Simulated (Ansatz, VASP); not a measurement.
# MgAu in VASP and in Ansatz

File INCAR:

```
PREC = Accurate ; ENCUT = 520
EDIFF = 1E-8 ; ISMEAR = -1
SIGMA = 0.05 ; LREAL = F
LASPH = T ; NELM = 60
ALGO = Normal ; ISIF = 2
LWAVE = F ; LCHARG = F
GGA = CA ; LEFG = T
NBANDS = 14
```

The input KPOINTS:

```
regular mesh
0
Gamma
  13 13 13
```

The input POSCAR:

```
MgAu
1.0
    3.1924711283      0.0000000000      0.0000000000
    0.0000000000      3.1924711283      0.0000000000
    0.0000000000      0.0000000000      3.1924711283
Mg Au
1 1
Direct
    0.5000000000      0.5000000000      0.5000000000
    0.0000000000      0.0000000000      0.0000000000
```

Input for Ansatz:

```yaml
crystal:
  lattice:
    - [3.1924711283, 0.0, 0.0]
    - [0.0, 3.1924711283, 0.0]
    - [0.0, 0.0, 3.1924711283]
  atoms:
    - { symbol: Mg, position: [0.5, 0.5, 0.5] }
    - { symbol: Au, position: [0.0, 0.0, 0.0] }
kpoints:
  mp_grid: { grid: [13, 13, 13] }
scf:
  occupations: { method: fermi_dirac, width: 0.05 }
hamiltonian:
  xc: lda
  pseudopotentials: { kind: paw }
output:
  forces: true
  stress: true
  eigenvalues: true
  efg: { contact_densities: true }
```

Change from the starting cell: volume scaled by 0.94, PAW files.

Alike in both runs: task electric field gradients; functional LDA; k mesh 13 × 13 × 13; occupations fermi-dirac, width 0.05 eV; no spin polarisation.

|  | VASP | Ansatz |
| --- | --- | --- |
| version | VASP 6.6.1 | Ansatz 0.2.0 |
| potentials or method | VASP PAW LDA potentials, release 64 (Mg, Au) | PAW with Ansatz's default frozen-core files, scalar-relativistic |
| plane-wave cutoff (eV) | 520 | 420 |
| valence electrons in the cell | 13 | 29 |

|  | VASP | Ansatz | Ansatz less VASP |
| --- | --- | --- | --- |
| pressure (GPa) | 2.2 | 2.6 | +0.38 |

LDA's correlation is that of Perdew and Zunger in VASP and of Perdew and Wang (1992) in Ansatz. VASP's potentials hold 13 valence electrons a cell and Ansatz's 29, so a difference there can come from the potentials and not from the codes.

Neither program's run includes spin-orbit coupling.
